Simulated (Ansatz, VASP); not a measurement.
## Two plane-wave programs on ZnO

```
CELL_PARAMETERS angstrom
3.21244 0.00000 0.00000
-1.60622 2.78206 0.00000
0.00000 0.00000 5.18584
ATOMIC_POSITIONS crystal
Zn 0.33333 0.66667 0.99797
Zn 0.66667 0.33333 0.49797
O 0.33333 0.66667 0.37703
O 0.66667 0.33333 0.87703
```

Alike in both runs: task single point; functional PBE; k mesh 9 × 9 × 4; no spin polarisation.

```csv
,VASP,Ansatz
version,VASP 6.6.1,Ansatz 0.2.0
potentials or method,"VASP PAW PBE potentials, release 64 (Zn, O)","plane waves, PAW"
plane-wave cutoff (eV),520,420
occupations,"gaussian, width 0.01 eV",fixed
valence electrons in the cell,36,36
```

VASP gave:

| Item | Value |
| --- | --- |
| gap on the k mesh at the Fermi level (eV) | 0.82 |
| pressure (GPa) | 10.4 |
| traceless stress, the component that is largest in VASP (GPa) | -0.09 |

Question: Estimate Ansatz's values.

Answer: gap on the k mesh at the Fermi level (eV): 0.83; pressure (GPa): 9.1; traceless stress, the component that is largest in VASP (GPa): -0.06.
